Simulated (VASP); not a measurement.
# GaN (P6_3mc) in VASP: a series of runs

The runs below take GaN through single point, relaxation of the atoms, with PBE.

All numbers are computed with VASP 6.6.1; they aren't measurements. Logs are shortened: lines on timing, memory, paths and dates and some standing lists are left out, and cuts for length are marked.

## Step 1: The cell of the first run

It takes space group P6_3mc (No. 186, hexagonal). The conventional cell has a = 3.170 Å, b = 3.170 Å, c = 5.185 Å, α = 90.00°, β = 90.00°, γ = 120.00°. Within 2.6 Å of Ga (site symmetry 3m) lie 4 N at 1.94 to 1.95 Å. N (site symmetry 3m) has 4 Ga at 1.94 to 1.95 Å within 2.6 Å.

## Step 2: Single point, PBE

File INCAR:

```
ALGO = Normal ; EDIFF = 1E-7
ENCUT = 520 ; GGA = PE
ISIF = 2 ; ISMEAR = 0
LASPH = True ; LCHARG = True
LELF = True ; LREAL = False
LVHAR = True ; LWAVE = False
NBANDS = 26 ; NELM = 80
PREC = Accurate ; SIGMA = 0.05
```

File KPOINTS:

```
k-points
0
Gamma
  8 8 5
```

File POSCAR:

```
GaN
1.0
    3.1698659985      0.0000000000      0.0000000000
   -1.5849329993      2.7451844813      0.0000000000
    0.0000000000      0.0000000000      5.1850000000
Ga N
2 2
Direct
    0.3333333333      0.6666666667      0.0005580338
    0.6666666667      0.3333333333      0.5005580338
    0.3333333333      0.6666666667      0.3764419662
    0.6666666667      0.3333333333      0.8764419662
```

Potentials or basis: VASP PAW PBE potentials, release 64 (Ga_d, N).

The run is started by

```console
$ cat potpaw_PBE.64/Ga_d/POTCAR potpaw_PBE.64/N/POTCAR > POTCAR
$ mpirun -np 1 vasp_std > vasp.out
```

OUTCAR:

```text
EDIFF = 1E-7
   ENCUT = 520
   GGA = PE
   ISIF = 2
   ISMEAR = 0
   LASPH = True
   LREAL = False
   NELM = 80
   PREC = Accurate

 ion  position               nearest neighbor table
   1  0.333  0.667  0.001-   4 1.94   4 1.94   4 1.94   3 1.95
   2  0.667  0.333  0.501-   3 1.94   3 1.94   3 1.94   4 1.95
   3  0.333  0.667  0.376-   2 1.94   2 1.94   2 1.94   1 1.95
   4  0.667  0.333  0.876-   1 1.94   1 1.94   1 1.94   2 1.95

  LATTYP: Found a hexagonal cell.
 ALAT       =     3.1698659985
 C/A-ratio  =     1.6357158323

  Lattice vectors:

 A1 = (   3.1698659985,   0.0000000000,   0.0000000000)
 A2 = (  -1.5849329993,   2.7451844813,   0.0000000000)
 A3 = (   0.0000000000,   0.0000000000,   5.1850000000)

Analysis of symmetry for initial positions (statically):
=====================================================================
 Subroutine PRICEL returns:
 Original cell was already a primitive cell.

 Routine SETGRP: Setting up the symmetry group for a
 hexagonal supercell.

 Subroutine GETGRP returns: Found 12 space group operations
 (whereof  6 operations were pure point group operations)
 out of a pool of 24 trial point group operations.

The static configuration has the point symmetry C_3v.
 The point group associated with its full space group is C_6v.

Analysis of symmetry for dynamics (positions and initial velocities):
=====================================================================
 Subroutine PRICEL returns:
 Original cell was already a primitive cell.

 Routine SETGRP: Setting up the symmetry group for a
 hexagonal supercell.

 Subroutine GETGRP returns: Found 12 space group operations
 (whereof  6 operations were pure point group operations)
 out of a pool of 24 trial point group operations.

The dynamic configuration has the point symmetry C_3v.
 The point group associated with its full space group is C_6v.

 Subroutine INISYM returns: Found 12 space group operations
 (whereof  6 operations are pure point group operations),
 and found     1 'primitive' translations

----------------------------------------------------------------------------------------

                                     Primitive cell

  volume of cell :      45.1192

  direct lattice vectors                    reciprocal lattice vectors
     3.169865999  0.000000000  0.000000000     0.315470749  0.182137122  0.000000000
    -1.584932999  2.745184481  0.000000000     0.000000000  0.364274243  0.000000000
     0.000000000  0.000000000  5.185000000     0.000000000  0.000000000  0.192864031

  length of vectors
     3.169865999  3.169865999  5.185000000     0.364274243  0.364274243  0.192864031

  position of ions in fractional coordinates (direct lattice)
     0.333333333  0.666666667  0.000558034
     0.666666667  0.333333333  0.500558034
     0.333333333  0.666666667  0.376441966
     0.666666667  0.333333333  0.876441966

  ion indices of the primitive-cell ions
   primitive index   ion index
                 1           1
                 2           2
                 3           3
                 4           4

----------------------------------------------------------------------------------------

 KPOINTS: k-points

Automatic generation of k-mesh.
 Grid dimensions read from file:
 generate k-points for:    8    8    5

 Generating k-lattice:

  Cartesian coordinates                     Fractional coordinates (reciprocal lattice)
     0.039433844  0.022767140  0.000000000     0.125000000  0.000000000  0.000000000
     0.000000000  0.045534280  0.000000000     0.000000000  0.125000000  0.000000000
     0.000000000  0.000000000  0.038572806     0.000000000  0.000000000  0.200000000

  Length of vectors
     0.045534280  0.045534280  0.038572806

  Shift w.r.t. Gamma in fractional coordinates (k-lattice)
     0.000000000  0.000000000  0.000000000

 Subroutine IBZKPT returns following result:
 ===========================================

 Found     30 irreducible k-points:

 Following reciprocal coordinates:
            Coordinates               Weight
  0.000000  0.000000  0.000000      1.000000
  0.125000  0.000000  0.000000      6.000000
  0.250000  0.000000  0.000000      6.000000
  0.375000  0.000000  0.000000      6.000000
  0.500000  0.000000  0.000000      3.000000
  0.125000  0.125000  0.000000      6.000000
[... 16 lines left out ...]
  0.250000  0.000000  0.400000     12.000000
  0.375000  0.000000  0.400000     12.000000
 [... further k-points ...]
   k-points           NKPTS =     30   k-points in BZ     NKDIM =     30   number of bands    NBANDS=     26
   number of dos      NEDOS =    301   number of ions     NIONS =      4
   total plane-waves  NPLWV =  23040
   dimension x,y,z NGX =    24 NGY =   24 NGZ =   40
   dimension x,y,z NGXF=    48 NGYF=   48 NGZF=   80
   ions per type =               2   2
   NGX,Y,Z   is equivalent  to a cutoff of  12.59, 12.59, 12.83 a.u.
   NGXF,Y,Z  is equivalent  to a cutoff of  25.17, 25.17, 25.65 a.u.
 SYSTEM =  unknown system
   PREC   = accura    normal or accurate (medium, high low for compatibility)
   ISTART =      0    job   : 0-new  1-cont  2-samecut
   ICHARG =      2    charge: 1-file 2-atom 10-const
   ISPIN  =      1    spin polarized calculation?
   LNONCOLLINEAR =      F non collinear calculations
   LSORBIT =      F    spin-orbit coupling
   LASPH  =      T    aspherical Exc in radial PAW
   ENCUT  =  520.0 eV  38.22 Ry    6.18 a.u.   5.89  5.89  9.64*2*pi/ulx,y,z
   NELM   =     80;   NELMIN=  2; NELMDL= -5     # of ELM steps
   EDIFF  = 0.1E-06   stopping-criterion for ELM
   LREAL  =      F    real-space projection
   EDIFFG = 0.1E-05   stopping-criterion for IOM
   NSW    =      0    number of steps for IOM
   IBRION =     -1    ionic relax: 0-MD 1-quasi-New 2-CG
   NFREE  =      0    steps in history (QN), initial steepest desc. (CG)
   ISIF   =      2    stress and relaxation
   ISYM   =      2    0-nonsym 1-usesym 2-fastsym
   POTIM  = 0.5000    time-step for ionic-motion
   TEBEG  =    0.0;   TEEND  =   0.0 temperature during run
   PSTRESS=    0.0 pullay stress
   NELECT =      36.0000    total number of electrons
   NUPDOWN=      -1.0000    fix difference up-down
   EMIN   =  10.00;   EMAX   =-10.00  energy-range for DOS
   EFERMI =   0.00;   METHOD = LEGACY
   ISMEAR =     0;   SIGMA  =   0.05  broadening in eV -4-tet -1-fermi 0-gaus
   EFERMI_NEDOS =   21; number of points for ismear=-14 and -15
   IALGO  =     38    algorithm
   IMIX   =      4    mixing-type and parameters
     AMIX     =   0.40;   BMIX     =  1.00
     AMIX_MAG =   1.60;   BMIX_MAG =  1.00
  volume/ion in A,a.u.               =      11.28        76.12
  Fermi-wavevector in a.u.,A,eV,Ry     =   1.518408  2.869376 31.369104  2.305564
  Thomas-Fermi vector in A             =   2.627533
   LORBIT       =      0    0 simple, 1 ext, 2 COOP (PROOUT), +10 PAW based schemes
   GGA     = PE    functional components
   LHFCALC =     F    Hartree Fock is set to
   AEXX    =    0.0000 exact exchange contribution
   IVDW    =     0    specifies the selected vdW correction
   LEPSILON=     F    determine dielectric tensor
   LRPA    =     F    only Hartree local field effects (RPA)
 non-spin polarized calculation
 Gauss-broadening in eV      SIGMA  =   0.05
  energy-cutoff  :      520.00
  volume of cell :       45.12
 maximum number of plane-waves:      1244
 NGX is ok and might be reduce to    24
   NGX = 11   NGY = 11   NGZ = 19

 number of electron      36.0000005 magnetization

 Free energy of the ion-electron system (eV)
  ---------------------------------------------------
  ext. energy  EPLUGINS =         0.00000000
  ---------------------------------------------------
  free energy    TOTEN  =       -24.28004884 eV

  energy without entropy =      -24.28004884  energy(sigma->0) =      -24.28004884

 E-fermi :   5.6716     XC(G=0): -11.7371

 val. band max:        5.4653872077   @ k =   0.0000   0.0000   0.0000
 cond. band min:       7.4437737684   @ k =   0.0000   0.0000   0.0000
 fundamental gap:      1.9783865607
 Fermi energy:         5.6715639851

 k-point     1 :       0.0000    0.0000    0.0000
  band No.  band energies     occupation
      1     -10.6312      2.00000
      2      -9.6711      2.00000
      3      -7.9947      2.00000
      4      -7.9775      2.00000
      5      -7.9775      2.00000
      6      -7.9143      2.00000
[... 18 lines left out ...]
     25      17.2819      0.00000
     26      17.2819      0.00000

 k-point     2 :       0.1250    0.0000    0.0000
  band No.  band energies     occupation
      1     -10.4768      2.00000
      2      -9.6308      2.00000
      3      -7.9771      2.00000
      4      -7.9552      2.00000
      5      -7.9301      2.00000
      6      -7.8943      2.00000
[... 18 lines left out ...]
     25      16.7903      0.00000
     26      17.6032      0.00000

 k-point     3 :       0.2500    0.0000    0.0000
  band No.  band energies     occupation
      1     -10.1113      2.00000
      2      -9.5534      2.00000
      3      -7.9369      2.00000
      4      -7.9156      2.00000
      5      -7.8509      2.00000
      6      -7.8079      2.00000
[... 18 lines left out ...]
     25      16.9799      0.00000
     26      18.2788      0.00000

 k-point     4 :       0.3750    0.0000    0.0000
  band No.  band energies     occupation
      1      -9.7897      2.00000
      2      -9.5034      2.00000
      3      -7.9235      2.00000
      4      -7.9004      2.00000
      5      -7.8114      2.00000
      6      -7.7537      2.00000
[... 18 lines left out ...]
     25      17.4478      0.00000
     26      18.7818      0.00000
[... 496 lines left out ...]
      1     -10.1001      2.00000
      2      -9.8262      2.00000
      3      -7.9499      2.00000
      4      -7.9380      2.00000
      5      -7.9290      2.00000
      6      -7.9155      2.00000
[... 18 lines left out ...]
     25      16.1542      0.00000
     26      16.6628      0.00000

 k-point    23 :       0.2500    0.0000    0.4000
  band No.  band energies     occupation
      1      -9.8384      2.00000
      2      -9.6628      2.00000
      3      -7.9244      2.00000
      4      -7.8970      2.00000
      5      -7.8804      2.00000
      6      -7.8469      2.00000
[... 18 lines left out ...]
     25      16.8791      0.00000
     26      17.4869      0.00000

 k-point    24 :       0.3750    0.0000    0.4000
  band No.  band energies     occupation
      1      -9.6336      2.00000
      2      -9.5453      2.00000
      3      -7.9319      2.00000
      4      -7.8969      2.00000
      5      -7.8402      2.00000
      6      -7.7880      2.00000
[... 18 lines left out ...]
     25      17.1822      0.00000
     26      18.1382      0.00000

 [... further k-points ...]
[... 5 lines left out ...]
  --------------------------------------------------------------------------------------
  -------------------------------------------------------------------------------------
  Total        2.3262620      2.3262620      2.0109213     -0.0000000      0.0000000      0.0000000
  in kB       82.6053176     82.6053176     71.4076024     -0.0000000      0.0000000      0.0000000
  external PRESSURE =      78.8727458 kB  Pullay stress =       0.0000000 kB

 VOLUME and BASIS-vectors are now :
 -----------------------------------------------------------------------------
  energy-cutoff  :      520.00
  volume of cell :       45.12
      direct lattice vectors                 reciprocal lattice vectors
     3.169865999  0.000000000  0.000000000     0.315470749  0.182137122  0.000000000
    -1.584932999  2.745184481  0.000000000     0.000000000  0.364274243  0.000000000
     0.000000000  0.000000000  5.185000000     0.000000000  0.000000000  0.192864031

 POSITION                                       TOTAL-FORCE (eV/Angst)
 -----------------------------------------------------------------------------------
     -0.00000      1.83012      0.00289         0.000000     -0.000000     -0.000471
      1.58493      0.91506      2.59539        -0.000000      0.000000     -0.000471
     -0.00000      1.83012      1.95185        -0.000000      0.000000      0.000471
      1.58493      0.91506      4.54435         0.000000     -0.000000      0.000471
 -----------------------------------------------------------------------------------
    total drift:                               -0.000001     -0.000001      0.000234

  FREE ENERGIE OF THE ION-ELECTRON SYSTEM (eV)
  ---------------------------------------------------
  free  energy   TOTEN  =       -24.2800488403 eV

  energy  without entropy=      -24.2800488403  energy(sigma->0) =      -24.28004884
```

It took 23 s on 1 thread of Intel Xeon Platinum 8488C (Sapphire Rapids), shared host; peak memory 0.17 GiB.

What came out:

* Free energy: -24.2800 eV
* Pressure: 7.9 GPa
* Band gap on the k mesh: 1.98 eV, direct

Stress tensor (GPa, compression positive):
```
8.26 0.00 0.00
0.00 8.26 0.00
0.00 0.00 7.14
```

Levels at points of the mesh, in eV from the valence-band top:
| k point | band 16 | band 17 | band 18 | band 19 | band 20 | band 21 |
| --- | --- | --- | --- | --- | --- | --- |
| (0.00, 0.00, 0.00) | -0.07 | 0.00 | 0.00 | 1.98 | 4.37 | 9.22 |
| (0.50, 0.00, 0.00) | -2.77 | -2.25 | -1.02 | 5.12 | 5.62 | 6.04 |

## Step 3: Relaxation of the atoms, PBE

File INCAR:

```
  PREC = Accurate
  ENCUT = 520
  EDIFF = 1E-6
  ISMEAR = 0
  SIGMA = 0.05
  LREAL = F
  LASPH = T
  NELM = 60
  ALGO = Normal
  ISIF = 2
  LWAVE = F
  LCHARG = F
  GGA = PE
  IBRION = 2
  NSW = 80
  EDIFFG = -0.003
```

File KPOINTS:

```
Automatic mesh
0
Gamma
  8 8 5
```

File POSCAR:

```
GaN
1.0
    3.1698660000      0.0000000000      0.0000000000
   -1.5849330000      2.7451844800      0.0000000000
    0.0000000000      0.0000000000      5.1850000000
Ga N
2 2
Direct
    0.3333333333      0.6666666667      0.0000000000
    0.6666666667      0.3333333333      0.5000000000
    0.3333333333      0.6666666667      0.3770000000
    0.6666666667      0.3333333333      0.8770000000
```

Potentials or basis: VASP PAW PBE potentials, release 64 (Ga_d, N).

The run is started by

```console
$ cat potpaw_PBE.64/Ga_d/POTCAR potpaw_PBE.64/N/POTCAR > POTCAR
$ mpirun -np 1 vasp_std > vasp.out
```

OUTCAR:

```text
PREC = Accurate
   ENCUT = 520
   EDIFF = 1E-6
   ISMEAR = 0
   LREAL = F
   LASPH = T
   NELM = 60
   ISIF = 2
   GGA = PE
   IBRION = 2
   NSW = 80
   EDIFFG = -0.003

 ion  position               nearest neighbor table
   1  0.333  0.667  0.000-   4 1.94   4 1.94   4 1.94   3 1.95
   2  0.667  0.333  0.500-   3 1.94   3 1.94   3 1.94   4 1.95
   3  0.333  0.667  0.377-   2 1.94   2 1.94   2 1.94   1 1.95
   4  0.667  0.333  0.877-   1 1.94   1 1.94   1 1.94   2 1.95

  LATTYP: Found a hexagonal cell.
 ALAT       =     3.1698660000
 C/A-ratio  =     1.6357158315

  Lattice vectors:

 A1 = (   3.1698660000,   0.0000000000,   0.0000000000)
 A2 = (  -1.5849330000,   2.7451844800,   0.0000000000)
 A3 = (   0.0000000000,   0.0000000000,   5.1850000000)

Analysis of symmetry for initial positions (statically):
=====================================================================
 Subroutine PRICEL returns:
 Original cell was already a primitive cell.

 Routine SETGRP: Setting up the symmetry group for a
 hexagonal supercell.

 Subroutine GETGRP returns: Found 12 space group operations
[... 173 lines left out ...]
  energy without entropy =      -24.27965548  energy(sigma->0) =      -24.27965548

------------------------ aborting loop because EDIFF is reached ----------------------------------------

  FORCE on cell =-STRESS in cart. coord.  units (eV):
  Direction    XX          YY          ZZ          XY          YZ          ZX
  --------------------------------------------------------------------------------------
  -------------------------------------------------------------------------------------
  Total        2.3834663      2.3834663      1.8816240      0.0000000      0.0000000      0.0000000
  in kB       84.6366365     84.6366364     66.8162699      0.0000000      0.0000000      0.0000000
  external PRESSURE =      78.6965143 kB  Pullay stress =       0.0000000 kB
[... 63 lines left out ...]
--------------------------------------- Ionic step        3  -------------------------------------------

 number of electron      36.0000005 magnetization

 Free energy of the ion-electron system (eV)
  ---------------------------------------------------
  ext. energy  EPLUGINS =         0.00000000
  ---------------------------------------------------
  free energy    TOTEN  =       -24.28004899 eV

  energy without entropy =      -24.28004899  energy(sigma->0) =      -24.28004899

 E-fermi :   5.6736     XC(G=0): -11.7371

 val. band max:        5.4654427665   @ k =   0.0000   0.0000   0.0000
 cond. band min:       7.4438106038   @ k =   0.0000   0.0000   0.0000
 fundamental gap:      1.9783678374
 Fermi energy:         5.6735703658

 k-point     1 :       0.0000    0.0000    0.0000
  band No.  band energies     occupation
      1     -10.6311      2.00000
      2      -9.6711      2.00000
      3      -7.9946      2.00000
      4      -7.9776      2.00000
      5      -7.9776      2.00000
      6      -7.9144      2.00000
[... 589 lines left out ...]
     21      13.0672      0.00000
     22      13.5732      0.00000

 [... further k-points ...]
[... 5 lines left out ...]
  --------------------------------------------------------------------------------------
  -------------------------------------------------------------------------------------
  Total        2.3189244      2.3189244      2.0081350      0.0000000      0.0000000      0.0000000
  in kB       82.3447620     82.3447618     71.3086607      0.0000000      0.0000000      0.0000000
  external PRESSURE =      78.6660615 kB  Pullay stress =       0.0000000 kB
[... 19 lines left out ...]
  FREE ENERGIE OF THE ION-ELECTRON SYSTEM (eV)
  ---------------------------------------------------
  free  energy   TOTEN  =       -24.2800489905 eV

  energy  without entropy=      -24.2800489905  energy(sigma->0) =      -24.28004899

 reached required accuracy - stopping structural energy minimisation
```

CONTCAR:

```text
GaN
   1.00000000000000
     3.1698659999999999    0.0000000000000000    0.0000000000000000
    -1.5849329999999999    2.7451844799999998    0.0000000000000000
     0.0000000000000000    0.0000000000000000    5.1849999999999996
  Ga              N
     2     2
Direct
     0.3333333332999970    0.6666666667000030    0.0005522595015877
     0.6666666667000030    0.3333333332999970    0.5005522595015877
     0.3333333332999970    0.6666666667000030    0.3764477404984148
     0.6666666667000030    0.3333333332999970    0.8764477404984148

  0.00000000E+00  0.00000000E+00  0.00000000E+00
  0.00000000E+00  0.00000000E+00  0.00000000E+00
  0.00000000E+00  0.00000000E+00  0.00000000E+00
  0.00000000E+00  0.00000000E+00  0.00000000E+00
```

Run time: 33 s. Hardware: 1 thread of Intel Xeon Platinum 8488C (Sapphire Rapids), shared host; peak memory 0.17 GiB.

Results:

```
Free energy               : -24.2800 eV
Energy gained by relaxing : 0.1 meV/atom
Ionic steps               : 3
Pressure after relaxing   : 7.9 GPa
Band gap on the k mesh    : 1.98 eV, direct
```

Stress tensor (GPa, compression positive):
```
8.23 0.00 0.00
0.00 8.23 0.00
0.00 0.00 7.13
```

The path:
| step | energy change (eV) | largest force (eV/Å) | pressure (GPa) |
| --- | --- | --- | --- |
| 1 | 0.0000 | 0.0682 | 7.87 |
| 2 | -0.0004 | 0.0105 | 7.86 |
| 3 | -0.0004 | 0.0009 | 7.87 |

Final structure:
```
Ga N
1.0
     3.16987    0.00000    0.00000
    -1.58493    2.74518    0.00000
     0.00000    0.00000    5.18500
Ga N
2 2
Direct
  0.33333 0.66667 0.00055
  0.66667 0.33333 0.50055
  0.33333 0.66667 0.37645
  0.66667 0.33333 0.87645
```
